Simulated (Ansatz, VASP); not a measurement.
# One calculation of H, two programs

```
H
1.0
     5.43084    0.00000    0.00000
     0.00000   11.37161    0.00000
     0.00000    0.00000    4.36471
H
16
Direct
  0.57549 0.75000 0.43639
  0.07549 0.75000 0.06361
  0.42451 0.25000 0.56361
  0.92451 0.25000 0.93639
  0.67379 0.75000 0.55994
  0.17379 0.75000 0.94006
  0.32621 0.25000 0.44006
  0.82621 0.25000 0.05994
  0.45218 0.99598 0.06252
  0.95218 0.50402 0.43748
  0.54782 0.49598 0.93748
  0.04782 0.00402 0.56252
  0.54782 0.00402 0.93748
  0.04782 0.49598 0.56252
  0.45218 0.50402 0.06252
  0.95218 0.99598 0.43748
```

Alike in both runs: functional PBEsol; k mesh 4 × 2 × 6; occupations gaussian, width 0.02 eV; no spin polarisation.

Ansatz relaxed the structure, and its values are those at the end. VASP's run is a single point on that final structure, the one shown.

|  | VASP | Ansatz |
| --- | --- | --- |
| version | VASP 6.6.1 | Ansatz 0.2.0 |
| potentials or method | VASP PAW PBE potentials, release 64 (H), cutoff 520 eV | scalar-relativistic, plane waves, PAW |
| valence electrons in the cell | 16 | 16 |

```csv
,VASP,Ansatz,Ansatz less VASP
gap on the k mesh at the Fermi level (eV),9.12,9.12,+0.002
least direct gap on the mesh (eV),9.36,9.36,+0.002
pressure (GPa),-0.2,0.0,+0.12
rms of the force components (eV/Å),0.008,0.006,-0.0019
```

VASP's potentials were made for PBE, not for PBEsol.
